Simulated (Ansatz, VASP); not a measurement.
**SnO in VASP and in Ansatz**

```
Sn O
1.0
     0.00000    0.00000   -3.89416
    -3.31561    0.00000    0.00000
     0.00000   12.91000    0.00000
Sn O
4 4
Direct
  0.47383 0.00000 0.76617
  0.47383 0.00000 0.32427
  0.97383 0.50000 0.11764
  0.97383 0.50000 0.55955
  0.27617 0.00000 0.17029
  0.27617 0.00000 0.61220
  0.77617 0.50000 0.71352
  0.77617 0.50000 0.27161
```

Alike in both runs: task single point; functional PBEsol; k mesh 7 × 8 × 3; occupations gaussian, width 0.05 eV; no spin polarisation.

```csv
,VASP,Ansatz
version,VASP 6.6.1,Ansatz 0.2.0
potentials or method,"VASP PAW PBE potentials, release 64 (Sn_d, O), cutoff 520 eV","scalar-relativistic, plane waves, PAW"
valence electrons in the cell,80,80
```

|  | VASP | Ansatz | Ansatz less VASP |
| --- | --- | --- | --- |
| gap on the k mesh at the Fermi level (eV) | 1.80 | 1.81 | +0.009 |
| least direct gap on the mesh (eV) | 2.12 | 2.13 | +0.013 |
| pressure (GPa) | 0.2 | 0.0 | -0.22 |
| traceless stress, the component that is largest in VASP (GPa) | 0.38 | 0.35 | -0.029 |
| rms of the force components (eV/Å) | 0.044 | 0.023 | -0.0214 |

VASP's potentials were made for PBE, not for PBEsol. Atom by atom the forces differ by 0.037 eV/Å (rms over components). The functional is the same, so the differences come from potentials, cutoffs and numerics.
